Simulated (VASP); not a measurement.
# Zr (Im-3m) in VASP: a series of runs

Zr is run at these levels: LDA; tasks: electric field gradients.

Program: VASP 6.6.1. These are calculated values, not measurements. Logs are shortened: lines on timing, memory, paths and dates and some standing lists are left out, and cuts for length are marked.

**1. The cell of the first run**

The structure is cubic, space group Im-3m (No. 229). The conventional cell has a = 3.546 Å, b = 3.546 Å, c = 3.546 Å, α = 90.00°, β = 90.00°, γ = 90.00°. Zr (site symmetry m-3m) has 14 Zr at 3.07 to 3.55 Å within 4.0 Å.

**2. Electric field gradients, LDA (volume scaled by 0.94)**

INCAR

```
SYSTEM = Zr
  PREC = Accurate
  ENCUT = 520
  EDIFF = 1E-8
  ISMEAR = -1
  SIGMA = 0.03
  LREAL = .FALSE.
  LASPH = .TRUE.
  NELM = 60
  ALGO = Normal
  ISIF = 2
  LWAVE = .FALSE.
  LCHARG = .FALSE.
  LEFG = .TRUE.
  NBANDS = 12
```

KPOINTS

```
Automatic mesh
0
G
  16 16 16
  0 0 0
```

POSCAR

```
Zr
1.0
   -1.7730508568      1.7730508568      1.7730508568
    1.7730508568     -1.7730508568      1.7730508568
    1.7730508568      1.7730508568     -1.7730508568
Zr
1
Direct
    0.0000000000      0.0000000000      0.0000000000
```

Potentials or basis: VASP PAW LDA potentials, release 64 (Zr_sv).

Run with:

```console
cat potpaw_LDA.64/Zr_sv/POTCAR > POTCAR
mpirun -np 1 vasp_std > vasp.out
```

OUTCAR:

```text
SYSTEM = Zr
   PREC = Accurate
   ENCUT = 520
   EDIFF = 1E-8
   ISMEAR = -1
   LREAL = .FALSE.
   LASPH = .TRUE.
   NELM = 60
   ISIF = 2

 ion  position               nearest neighbor table
   1  0.000  0.000  0.000-

  LATTYP: Found a body centered cubic cell.
 ALAT       =     3.5461017136

  Lattice vectors:

 A1 = (  -1.7730508568,   1.7730508568,   1.7730508568)
 A2 = (   1.7730508568,  -1.7730508568,   1.7730508568)
 A3 = (   1.7730508568,   1.7730508568,  -1.7730508568)

Analysis of symmetry for initial positions (statically):
=====================================================================
 Subroutine PRICEL returns:
 Original cell was already a primitive cell.

 Routine SETGRP: Setting up the symmetry group for a
 body centered cubic supercell.

 Subroutine GETGRP returns: Found 48 space group operations
 (whereof 48 operations were pure point group operations)
 out of a pool of 48 trial point group operations.

The static configuration has the point symmetry O_h .

Analysis of symmetry for dynamics (positions and initial velocities):
=====================================================================
 Subroutine PRICEL returns:
 Original cell was already a primitive cell.

 Routine SETGRP: Setting up the symmetry group for a
 body centered cubic supercell.

 Subroutine GETGRP returns: Found 48 space group operations
 (whereof 48 operations were pure point group operations)
 out of a pool of 48 trial point group operations.

The dynamic configuration has the point symmetry O_h .

 Subroutine INISYM returns: Found 48 space group operations
 (whereof 48 operations are pure point group operations),
 and found     1 'primitive' translations

----------------------------------------------------------------------------------------

                                     Primitive cell

  volume of cell :      22.2958

  direct lattice vectors                    reciprocal lattice vectors
    -1.773050857  1.773050857  1.773050857     0.000000000  0.281999807  0.281999807
     1.773050857 -1.773050857  1.773050857     0.281999807  0.000000000  0.281999807
     1.773050857  1.773050857 -1.773050857     0.281999807  0.281999807  0.000000000

  length of vectors
     3.071014168  3.071014168  3.071014168     0.398807952  0.398807952  0.398807952

  position of ions in fractional coordinates (direct lattice)
     0.000000000  0.000000000  0.000000000

  ion indices of the primitive-cell ions
   primitive index   ion index
                 1           1

----------------------------------------------------------------------------------------

 KPOINTS: Automatic mesh

Automatic generation of k-mesh.
 Grid dimensions read from file:
 generate k-points for:   16   16   16

 Generating k-lattice:

  Cartesian coordinates                     Fractional coordinates (reciprocal lattice)
     0.000000000  0.017624988  0.017624988     0.062500000  0.000000000  0.000000000
     0.017624988  0.000000000  0.017624988     0.000000000  0.062500000  0.000000000
     0.017624988  0.017624988  0.000000000     0.000000000  0.000000000  0.062500000

  Length of vectors
     0.024925497  0.024925497  0.024925497

  Shift w.r.t. Gamma in fractional coordinates (k-lattice)
     0.000000000  0.000000000  0.000000000

 Subroutine IBZKPT returns following result:
 ===========================================

 Found    145 irreducible k-points:

 Following reciprocal coordinates:
            Coordinates               Weight
  0.000000  0.000000  0.000000      1.000000
  0.062500  0.000000  0.000000     12.000000
  0.125000  0.000000  0.000000     12.000000
  0.187500  0.000000  0.000000     12.000000
  0.250000  0.000000  0.000000     12.000000
  0.312500  0.000000  0.000000     12.000000
[... 16 lines left out ...]
  0.187500  0.187500  0.000000     24.000000
  0.250000  0.187500 -0.000000     48.000000
 [... further k-points ...]
   k-points           NKPTS =    145   k-points in BZ     NKDIM =    145   number of bands    NBANDS=     12
   number of dos      NEDOS =    301   number of ions     NIONS =      1
   total plane-waves  NPLWV =  13824
   dimension x,y,z NGX =    24 NGY =   24 NGZ =   24
   dimension x,y,z NGXF=    48 NGYF=   48 NGZF=   48
   ions per type =               1
   NGX,Y,Z   is equivalent  to a cutoff of  12.99, 12.99, 12.99 a.u.
   NGXF,Y,Z  is equivalent  to a cutoff of  25.98, 25.98, 25.98 a.u.
 SYSTEM =  Zr
   PREC   = accura    normal or accurate (medium, high low for compatibility)
   ISTART =      0    job   : 0-new  1-cont  2-samecut
   ICHARG =      2    charge: 1-file 2-atom 10-const
   ISPIN  =      1    spin polarized calculation?
   LNONCOLLINEAR =      F non collinear calculations
   LSORBIT =      F    spin-orbit coupling
   LASPH  =      T    aspherical Exc in radial PAW
   ENCUT  =  520.0 eV  38.22 Ry    6.18 a.u.   5.71  5.71  5.71*2*pi/ulx,y,z
   NELM   =     60;   NELMIN=  2; NELMDL= -5     # of ELM steps
   EDIFF  = 0.1E-07   stopping-criterion for ELM
   LREAL  =      F    real-space projection
   EDIFFG = 0.1E-06   stopping-criterion for IOM
   NSW    =      0    number of steps for IOM
   IBRION =     -1    ionic relax: 0-MD 1-quasi-New 2-CG
   NFREE  =      0    steps in history (QN), initial steepest desc. (CG)
   ISIF   =      2    stress and relaxation
   ISYM   =      2    0-nonsym 1-usesym 2-fastsym
   POTIM  = 0.5000    time-step for ionic-motion
   TEBEG  =    0.0;   TEEND  =   0.0 temperature during run
   PSTRESS=    0.0 pullay stress
   NELECT =      12.0000    total number of electrons
   NUPDOWN=      -1.0000    fix difference up-down
   EMIN   =  10.00;   EMAX   =-10.00  energy-range for DOS
   EFERMI =   0.00;   METHOD = LEGACY
   ISMEAR =    -1;   SIGMA  =   0.03  broadening in eV -4-tet -1-fermi 0-gaus
   EFERMI_NEDOS =   21; number of points for ismear=-14 and -15
   IALGO  =     38    algorithm
   IMIX   =      4    mixing-type and parameters
     AMIX     =   0.40;   BMIX     =  1.00
     AMIX_MAG =   1.60;   BMIX_MAG =  1.00
  volume/ion in A,a.u.               =      22.30       150.46
  Fermi-wavevector in a.u.,A,eV,Ry     =   1.331662  2.516477 24.127539  1.773324
  Thomas-Fermi vector in A             =   2.460656
   LORBIT       =      0    0 simple, 1 ext, 2 COOP (PROOUT), +10 PAW based schemes
   GGA     = CA    functional components
   LHFCALC =     F    Hartree Fock is set to
   AEXX    =    0.0000 exact exchange contribution
   IVDW    =     0    specifies the selected vdW correction
   LEPSILON=     F    determine dielectric tensor
   LRPA    =     F    only Hartree local field effects (RPA)
 non-spin polarized calculation
  energy-cutoff  :      520.00
  volume of cell :       22.30
 maximum number of plane-waves:       616
   NGX = 11   NGY = 11   NGZ = 11

 number of electron      12.0000000 magnetization

 Free energy of the ion-electron system (eV)
  ---------------------------------------------------
  ext. energy  EPLUGINS =         0.00000000
  ---------------------------------------------------
  free energy    TOTEN  =        -9.23141700 eV

  energy without entropy =       -9.22585644  energy(sigma->0) =       -9.22863672

 E-fermi :   8.9860     XC(G=0): -11.4865

 val. band max:        8.9823553216   @ k =  -0.1875   0.3125   0.0625
 cond. band min:       8.9885647523   @ k =   0.1875   0.1875   0.0000
 fundamental gap:      0.0062094306
 Fermi energy:         8.9860236270

 k-point     1 :       0.0000    0.0000    0.0000
  band No.  band energies     occupation
      1     -39.1383      2.00000
      2     -16.7187      2.00000
      3     -16.7187      2.00000
      4     -16.7187      2.00000
      5       3.5854      2.00000
      6      10.0993      0.00000
      7      10.0993      0.00000
      8      10.0993      0.00000
      9      12.7063      0.00000
     10      12.7063      0.00000
     11      21.5670      0.00000
     12      21.5670      0.00000

 k-point     2 :       0.0625    0.0000    0.0000
  band No.  band energies     occupation
      1     -39.1314      2.00000
      2     -16.7650      2.00000
      3     -16.7327      2.00000
      4     -16.7191      2.00000
      5       3.7262      2.00000
      6      10.0048      0.00000
      7      10.0699      0.00000
      8      10.2359      0.00000
      9      12.5555      0.00000
     10      12.7044      0.00000
     11      21.6936      0.00000
     12      21.8197      0.00000

 k-point     3 :       0.1250    0.0000    0.0000
  band No.  band energies     occupation
      1     -39.1116      2.00000
      2     -16.8952      2.00000
      3     -16.7723      2.00000
      4     -16.7202      2.00000
      5       4.1280      2.00000
      6       9.7505      0.00000
      7       9.9428      0.00000
      8      10.6401      0.00000
      9      12.2725      0.00000
     10      12.7096      0.00000
     11      21.9899      0.00000
     12      22.5462      0.00000

 k-point     4 :       0.1875    0.0000    0.0000
  band No.  band energies     occupation
      1     -39.0818      2.00000
      2     -17.0856      2.00000
      3     -16.8309      2.00000
      4     -16.7218      2.00000
      5       4.7240      2.00000
      6       9.4041      0.00000
      7       9.6796      0.00000
      8      11.2944      0.00000
      9      12.1421      0.00000
     10      12.7466      0.00000
     11      22.1497      0.00000
     12      23.5210      0.00000

 k-point     5 :       0.2500    0.0000    0.0000
  band No.  band energies     occupation
      1     -39.0464      2.00000
      2     -17.3035      2.00000
      3     -16.8992      2.00000
      4     -16.7238      2.00000
      5       5.3812      2.00000
      6       9.0369      0.30976
      7       9.4217      0.00000
      8      12.1664      0.00000
      9      12.2393      0.00000
     10      12.8378      0.00000
     11      21.7549      0.00000
     12      23.2554      0.00000
[... 228 lines left out ...]
      1     -38.9528      2.00000
      2     -17.7578      2.00000
      3     -17.1143      2.00000
      4     -16.7872      2.00000
      5       6.4969      2.00000
      6       8.3384      2.00000
      7       9.9287      0.00000
      8      12.5357      0.00000
      9      13.5505      0.00000
     10      15.8073      0.00000
     11      19.5548      0.00000
     12      20.3260      0.00000

 k-point    22 :       0.4375    0.1250   -0.0000
  band No.  band energies     occupation
      1     -38.9461      2.00000
      2     -17.7898      2.00000
      3     -17.1315      2.00000
      4     -16.7880      2.00000
      5       6.4785      2.00000
      6       8.2952      2.00000
      7      10.1717      0.00000
      8      12.5441      0.00000
      9      13.6561      0.00000
     10      16.2043      0.00000
     11      19.2130      0.00000
     12      20.0405      0.00000

 k-point    23 :       0.1875    0.1875    0.0000
  band No.  band energies     occupation
      1     -39.0026      2.00000
      2     -17.4904      2.00000
      3     -16.9886      2.00000
      4     -16.8011      2.00000
      5       6.3365      2.00000
      6       8.6516      1.99997
      7       8.9886      0.95767
      8      11.9691      0.00000
      9      13.3278      0.00000
     10      13.7586      0.00000
     11      21.3937      0.00000
     12      22.8615      0.00000

 k-point    24 :       0.2500    0.1875   -0.0000
  band No.  band energies     occupation
      1     -38.9745      2.00000
      2     -17.6025      2.00000
      3     -17.0823      2.00000
      4     -16.8161      2.00000
      5       6.7830      2.00000
      6       8.4383      2.00000
      7       9.0322      0.35354
      8      12.1754      0.00000
      9      13.4167      0.00000
     10      14.9069      0.00000
     11      20.4765      0.00000
     12      22.1511      0.00000

 [... further k-points ...]
[... 5 lines left out ...]
  --------------------------------------------------------------------------------------
  -------------------------------------------------------------------------------------
  Total       -0.6790562     -0.6790562     -0.6790562      0.0000000     -0.0000000      0.0000000
  in kB      -48.7969543    -48.7969543    -48.7969543      0.0000000     -0.0000000      0.0000000
  external PRESSURE =     -48.7969543 kB  Pullay stress =       0.0000000 kB

 VOLUME and BASIS-vectors are now :
 -----------------------------------------------------------------------------
  energy-cutoff  :      520.00
  volume of cell :       22.30
      direct lattice vectors                 reciprocal lattice vectors
    -1.773050857  1.773050857  1.773050857     0.000000000  0.281999807  0.281999807
     1.773050857 -1.773050857  1.773050857     0.281999807  0.000000000  0.281999807
     1.773050857  1.773050857 -1.773050857     0.281999807  0.281999807  0.000000000

 POSITION                                       TOTAL-FORCE (eV/Angst)
 -----------------------------------------------------------------------------------
      0.00000      0.00000      0.00000         0.000000      0.000000     -0.000000
 -----------------------------------------------------------------------------------
    total drift:                                0.000000      0.000000      0.000000

  FREE ENERGIE OF THE ION-ELECTRON SYSTEM (eV)
  ---------------------------------------------------
  free  energy   TOTEN  =        -9.2314169987 eV

  energy  without entropy=       -9.2258564448  energy(sigma->0) =       -9.22863672

 Electric field gradients (V/A^2)
---------------------------------------------------------------------
 ion       V_xx      V_yy      V_zz      V_xy      V_xz      V_yz
---------------------------------------------------------------------
   1       0.000    -0.000    -0.000    -0.000    -0.000    -0.000
---------------------------------------------------------------------

 Electric field gradients after diagonalization (V/A^2)
 (convention: |V_zz| > |V_xx| > |V_yy|)
----------------------------------------------------------------------
 ion       V_xx      V_yy      V_zz     asymmetry (V_yy - V_xx)/ V_zz
----------------------------------------------------------------------
   1       0.000     0.000    -0.000       0.000
----------------------------------------------------------------------

           NMR quadrupolar parameters

 Cq : quadrupolar parameter    Cq=e*Q*V_zz/h
 eta: asymmetry parameters     (V_yy - V_xx)/ V_zz
 Q  : nuclear electric quadrupole moment in mb (millibarn)
----------------------------------------------------------------------
 ion       Cq(MHz)       eta       Q (mb)
----------------------------------------------------------------------
   1      -0.000       0.000       1.000
----------------------------------------------------------------------
```

Wall time 13 s (1 thread of Intel Xeon Platinum 8488C (Sapphire Rapids), shared host); peak memory 0.15 GiB.

What came out:

- Free energy: -9.2314 eV
- Pressure: -4.9 GPa
- Band gap on the k mesh: zero (band 6 reaches 10.10 eV, above the bottom of band 7 at 8.22 eV)

Caveat: without QUAD_EFG the Cq values of the log hold for a quadrupole moment of 1 mb, not for the nuclei.

[end of part 1 of 3]
